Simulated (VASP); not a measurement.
# Al2Cu (P4/mmm) in VASP: settings compared, part 2 of 2

VASP 6.6.1. The steps go on from the part before.

### 4 Single point, PBEsol

The input, INCAR:

```
SYSTEM = Al2Cu
PREC     = Accurate       ! precision mode
ENCUT    = 520            ! plane-wave cutoff, eV
EDIFF    = 1E-6           ! SCF threshold, eV
ISMEAR   = -1             ! smearing method
SIGMA    = 0.05           ! smearing width, eV
LREAL    = .FALSE.        ! projectors in reciprocal space
LASPH    = .TRUE.         ! aspherical terms in the spheres
NELM     = 60             ! most SCF steps
ALGO     = Fast           ! electronic algorithm
ISIF     = 2              ! what is computed and relaxed
LWAVE    = .FALSE.        ! write WAVECAR
LCHARG   = .FALSE.        ! write CHGCAR
GGA      = PS             ! functional
NBANDS   = 16             ! bands
```

The input, KPOINTS:

```
Automatic mesh
0
G
  4 4 5
  0 0 0
```

The input, POSCAR:

```
Al2Cu
1.0
    4.1051820000      0.0000000000      0.0000000000
    0.0000000000      4.1051820000      0.0000000000
    0.0000000000      0.0000000000      2.8913130000
Cu Al
1 2
Direct
    0.0000000000      0.0000000000      0.0000000000
    0.0000000000      0.5000000000      0.5000000000
    0.5000000000      0.0000000000      0.5000000000
```

Potentials or basis: VASP PAW PBE potentials, release 64 (Cu, Al).

On the command line:

```console
$ cat potpaw_PBE.64/Cu/POTCAR potpaw_PBE.64/Al/POTCAR > POTCAR
$ mpirun -np 1 vasp_std > vasp.out
```

OUTCAR:

```text
SYSTEM = Al2Cu
   PREC = Accurate
   ENCUT = 520
   EDIFF = 1E-6
   ISMEAR = -1
   LREAL = .FALSE.
   LASPH = .TRUE.
   NELM = 60
   ISIF = 2
   GGA = PS

 ion  position               nearest neighbor table
   1  0.000  0.000  0.000-   2 2.51   3 2.51   2 2.51   3 2.51   2 2.51   2 2.51   3 2.51   3 2.51

   2  0.000  0.500  0.500-   1 2.51   1 2.51   1 2.51   1 2.51   3 2.90   3 2.90   3 2.90   3 2.90

   3  0.500  0.000  0.500-   1 2.51   1 2.51   1 2.51   1 2.51   2 2.90   2 2.90   2 2.90   2 2.90

  LATTYP: Found a simple tetragonal cell.
 ALAT       =     4.1051820000
 C/A-ratio  =     0.7043081159

  Lattice vectors:

 A1 = (   4.1051820000,   0.0000000000,   0.0000000000)
 A2 = (   0.0000000000,   4.1051820000,   0.0000000000)
 A3 = (   0.0000000000,   0.0000000000,   2.8913130000)

Analysis of symmetry for initial positions (statically):
=====================================================================
 Subroutine PRICEL returns:
 Original cell was already a primitive cell.

 Routine SETGRP: Setting up the symmetry group for a
 simple tetragonal supercell.

 Subroutine GETGRP returns: Found 16 space group operations
 (whereof 16 operations were pure point group operations)
 out of a pool of 16 trial point group operations.

The static configuration has the point symmetry D_4h.

Analysis of symmetry for dynamics (positions and initial velocities):
=====================================================================
 Subroutine PRICEL returns:
 Original cell was already a primitive cell.

 Routine SETGRP: Setting up the symmetry group for a
 simple tetragonal supercell.

 Subroutine GETGRP returns: Found 16 space group operations
[... 111 lines left out ...]
   EMIN   =  10.00;   EMAX   =-10.00  energy-range for DOS
   EFERMI =   0.00;   METHOD = LEGACY
   ISMEAR =    -1;   SIGMA  =   0.05  broadening in eV -4-tet -1-fermi 0-gaus
   EFERMI_NEDOS =   21; number of points for ismear=-14 and -15
   IALGO  =     68    algorithm
   IMIX   =      4    mixing-type and parameters
     AMIX     =   0.40;   BMIX     =  1.00
     AMIX_MAG =   1.60;   BMIX_MAG =  1.00
  volume/ion in A,a.u.               =      16.24       109.61
  Fermi-wavevector in a.u.,A,eV,Ry     =   1.152492  2.177894 18.071765  1.328237
  Thomas-Fermi vector in A             =   2.289142
   LORBIT       =      0    0 simple, 1 ext, 2 COOP (PROOUT), +10 PAW based schemes
   GGA     = PS    functional components
   LHFCALC =     F    Hartree Fock is set to
   AEXX    =    0.0000 exact exchange contribution
   IVDW    =     0    specifies the selected vdW correction
   LEPSILON=     F    determine dielectric tensor
   LRPA    =     F    only Hartree local field effects (RPA)
 non-spin polarized calculation
 RMM-DIIS sequential band-by-band and
  energy-cutoff  :      520.00
  volume of cell :       48.73
 maximum number of plane-waves:      1339
 NGX is ok and might be reduce to    32
   NGX = 15   NGY = 15   NGZ = 11

 number of electron      16.9999979 magnetization

 Free energy of the ion-electron system (eV)
  ---------------------------------------------------
  ext. energy  EPLUGINS =         0.00000000
  ---------------------------------------------------
  free energy    TOTEN  =       -12.62507853 eV

  energy without entropy =      -12.61448309  energy(sigma->0) =      -12.61978081

 E-fermi :   7.0971     XC(G=0): -10.4843

 val. band max:        7.0854261421   @ k =   0.5000   0.0000   0.2000
 cond. band min:       7.2734326018   @ k =   0.2500   0.2500   0.0000
 fundamental gap:      0.1880064597
 Fermi energy:         7.0971258701

 k-point     1 :       0.0000    0.0000    0.0000
  band No.  band energies     occupation
      1      -3.4577      2.00000
      2       1.6666      2.00000
      3       2.1820      2.00000
      4       2.8354      2.00000
      5       3.0282      2.00000
      6       3.0282      2.00000
[... 319 lines left out ...]
      3       2.6716      2.00000
      4       2.7720      2.00000
      5       2.8181      2.00000
      6       3.1421      2.00000
[... 8 lines left out ...]
     15      19.3149      0.00000
     16      20.4843      0.00000

------------------------ aborting loop because EDIFF is reached ----------------------------------------

  FORCE on cell =-STRESS in cart. coord.  units (eV):
  Direction    XX          YY          ZZ          XY          YZ          ZX
  --------------------------------------------------------------------------------------
  -------------------------------------------------------------------------------------
  Total       -0.4042149     -0.4042149     -0.8261087      0.0000000      0.0000000      0.0000000
  in kB      -13.2911637    -13.2911637    -27.1636315      0.0000000      0.0000000      0.0000000
  external PRESSURE =     -17.9153197 kB  Pullay stress =       0.0000000 kB

 VOLUME and BASIS-vectors are now :
 -----------------------------------------------------------------------------
  energy-cutoff  :      520.00
  volume of cell :       48.73
      direct lattice vectors                 reciprocal lattice vectors
     4.105182000  0.000000000  0.000000000     0.243594559  0.000000000  0.000000000
     0.000000000  4.105182000  0.000000000     0.000000000  0.243594559  0.000000000
     0.000000000  0.000000000  2.891313000     0.000000000  0.000000000  0.345863627

 POSITION                                       TOTAL-FORCE (eV/Angst)
 -----------------------------------------------------------------------------------
      0.00000      0.00000      0.00000         0.000000      0.000000      0.000000
      0.00000      2.05259      1.44566         0.000000      0.000000      0.000000
      2.05259      0.00000      1.44566         0.000000      0.000000      0.000000
 -----------------------------------------------------------------------------------
    total drift:                                0.000000      0.000000      0.000000

  FREE ENERGIE OF THE ION-ELECTRON SYSTEM (eV)
  ---------------------------------------------------
  free  energy   TOTEN  =       -12.6250785280 eV

  energy  without entropy=      -12.6144830897  energy(sigma->0) =      -12.61978081
```

stdout:

```text
POSCAR found type information on POSCAR CuAl
 POSCAR found :  2 types and       3 ions
 scaLAPACK will be used
 -----------------------------------------------------------------------------
|                                                                             |
|                                                                             |
|     You enforced a specific xc type in the INCAR file but a different       |
|     I HOPE YOU KNOW WHAT YOU ARE DOING!                                     |
|                                                                             |
 -----------------------------------------------------------------------------

 LDA part: xc-table for (Slater+PW92), standard interpolation
 POSCAR, INCAR and KPOINTS ok, starting setup
 FFT: planning ... GRIDC
 FFT: planning ... GRID_SOFT
 FFT: planning ... GRID
 WAVECAR not read
 entering main loop
WARNING in EDDRMM: call to ZHEGV failed, returncode =   8  4     15
```

It took 20 s on 1 thread of Intel Xeon 6975P-C, shared host; peak memory 0.16 GiB.

What came out:

| Item | Value |
| --- | --- |
| Free energy | -12.6251 eV |
| Pressure | -1.8 GPa |

Levels at points of the mesh, in eV from the Fermi level:
| k point | band 4 | band 5 | band 6 | band 7 | band 8 | band 9 | band 10 | band 11 | band 12 | band 13 |
| --- | --- | --- | --- | --- | --- | --- | --- | --- | --- | --- |
| (0.00, 0.00, 0.00) | -4.26 | -4.07 | -4.07 | -2.40 | -2.40 | -0.12 | 0.84 | 5.91 | 6.13 | 6.13 |
| (0.50, 0.00, 0.00) | -4.47 | -4.33 | -4.10 | -4.06 | -1.08 | 1.53 | 1.69 | 1.88 | 7.30 | 8.32 |
| (0.50, 0.50, 0.00) | -5.40 | -4.38 | -4.22 | -4.09 | -4.09 | -2.46 | 8.50 | 8.50 | 9.23 | 9.84 |

Caveat: the k points lie up to 0.43 Å⁻¹ apart; the PAW data sets were made with another functional, which shifts forces and pressure a little.

### 5 Single point, r2SCAN

POSCAR is that of step 4.

The input, INCAR.step1:

```
SYSTEM = Al2Cu
  PREC = Accurate
  ENCUT = 520
  ISMEAR = -1
  SIGMA = 0.05
  LREAL = .False.
  LASPH = .True.
  NELM = 80
  NBANDS = 16
  GGA = PE
  ALGO = Normal
  EDIFF = 1E-4
  LWAVE = .True.
  LCHARG = .False.
```

The input, INCAR.step2:

```
SYSTEM = Al2Cu
  PREC = Accurate
  ENCUT = 520
  EDIFF = 1E-6
  ISMEAR = -1
  SIGMA = 0.05
  LREAL = .False.
  LASPH = .True.
  NELM = 80
  ALGO = Normal
  ISIF = 2
  LWAVE = .False.
  LCHARG = .False.
  METAGGA = R2SCAN
  LMIXTAU = .True.
  NBANDS = 16
  ISTART = 1
```

The input, KPOINTS:

```
regular mesh
0
Gamma
  4 4 5
  0 0 0
```

On the command line:

```console
$ cat potpaw_PBE.64/Cu/POTCAR potpaw_PBE.64/Al/POTCAR > POTCAR
$ cp INCAR.step1 INCAR
$ mpirun -np 1 vasp_std > vasp.out
$ cp INCAR.step2 INCAR
$ mpirun -np 1 vasp_std > vasp.out
```

Wall time 44 s (1 thread of Intel Xeon 6975P-C, shared host); peak memory 0.17 GiB.

The run converged. Its results:

```yaml
Free_energy: -24.4764 eV
Pressure: -2.3 GPa
```

Stress tensor (GPa, compression positive):
```
-1.45  0.00  0.00
 0.00 -1.45  0.00
 0.00  0.00 -3.92
```

Levels at points of the mesh, in eV from the Fermi level:
| k point | band 6 | band 7 | band 8 | band 9 | band 10 | band 11 |
| --- | --- | --- | --- | --- | --- | --- |
| (0.00, 0.00, 0.00) | -4.26 | -2.65 | -2.65 | -0.03 | 0.96 | 6.30 |
| (0.50, 0.00, 0.00) | -4.30 | -4.26 | -1.26 | 1.54 | 1.86 | 2.06 |
| (0.50, 0.50, 0.00) | -4.44 | -4.29 | -4.29 | -2.63 | 8.86 | 8.86 |

Caveat: the k points lie up to 0.43 Å⁻¹ apart; the PAW data sets were made with another functional, which shifts forces and pressure a little.

### 6 Single point, PBEsol (volume scaled by 0.94)

The input, INCAR:

```
PREC = Accurate
ENCUT = 520
EDIFF = 1E-6
ISMEAR = -1
SIGMA = 0.05
LREAL = F
LASPH = T
NELM = 80
ALGO = Normal
ISIF = 2
LWAVE = F
LCHARG = F
GGA = PS
NBANDS = 16
```

The input, KPOINTS:

```
Automatic mesh
0
Gamma
  7 7 9
```

The input, POSCAR:

```
Al2Cu
1.0
    4.0213792609      0.0000000000      0.0000000000
    0.0000000000      4.0213792609      0.0000000000
    0.0000000000      0.0000000000      2.8322900507
Cu Al
1 2
Direct
    0.0000000000      0.0000000000      0.0000000000
    0.0000000000      0.5000000000      0.5000000000
    0.5000000000      0.0000000000      0.5000000000
```

Potentials or basis: VASP PAW PBE potentials, release 64 (Cu, Al).

On the command line:

```console
$ cat potpaw_PBE.64/Cu/POTCAR potpaw_PBE.64/Al/POTCAR > POTCAR
$ mpirun -np 1 vasp_std > vasp.out
```

It took 21 s on 1 thread of Intel Xeon Platinum 8488C (Sapphire Rapids), shared host; peak memory 0.17 GiB.

It converged, with:

* Free energy: -12.5394 eV
* Pressure: 4.0 GPa

Stress tensor (GPa, compression positive):
```
4.43 0.00 0.00
0.00 4.43 0.00
0.00 0.00 3.14
```

Levels at points of the mesh, in eV from the Fermi level:
| k point | band 5 | band 6 | band 7 | band 8 | band 9 | band 10 | band 11 | band 12 |
| --- | --- | --- | --- | --- | --- | --- | --- | --- |
| (0.00, 0.00, 0.00) | -4.30 | -4.30 | -2.52 | -2.52 | 0.10 | 0.82 | 6.23 | 6.45 |

Caveat: the PAW data sets were made with another functional, which shifts forces and pressure a little.

### 7 Summary

```tsv
level	potentials or basis	cell	k mesh	gap on the mesh (eV)	pressure (GPa)
LDA	VASP PAW LDA potentials, release 64 (Cu, Al)	a = 4.105, b = 4.105, c = 2.891 Å, 3 atoms	7 × 7 × 9	none	-4.8
LDA	VASP PAW LDA potentials, release 64 (Cu, Al)	a = 4.105, b = 4.105, c = 2.891 Å, 3 atoms	4 × 4 × 5	none	-4.7
PBEsol	VASP PAW PBE potentials, release 64 (Cu, Al)	a = 4.105, b = 4.105, c = 2.891 Å, 3 atoms	4 × 4 × 5	none	-1.8
r2SCAN	VASP PAW PBE potentials, release 64 (Cu, Al)	a = 4.105, b = 4.105, c = 2.891 Å, 3 atoms	4 × 4 × 5	none	-2.3
PBEsol	VASP PAW PBE potentials, release 64 (Cu, Al)	a = 4.021, b = 4.021, c = 2.832 Å, 3 atoms	7 × 7 × 9	none	4.0
```

Alike in all rows: task single point; no spin polarisation; cutoff (eV) 520; smearing fermi-dirac 0.05 eV.

Caveats: some runs use coarse meshes; the PAW data sets were made with another functional, which shifts forces and pressure a little (some runs).

Total energies depend on the potentials used, so only differences within one code and one set of settings carry meaning.
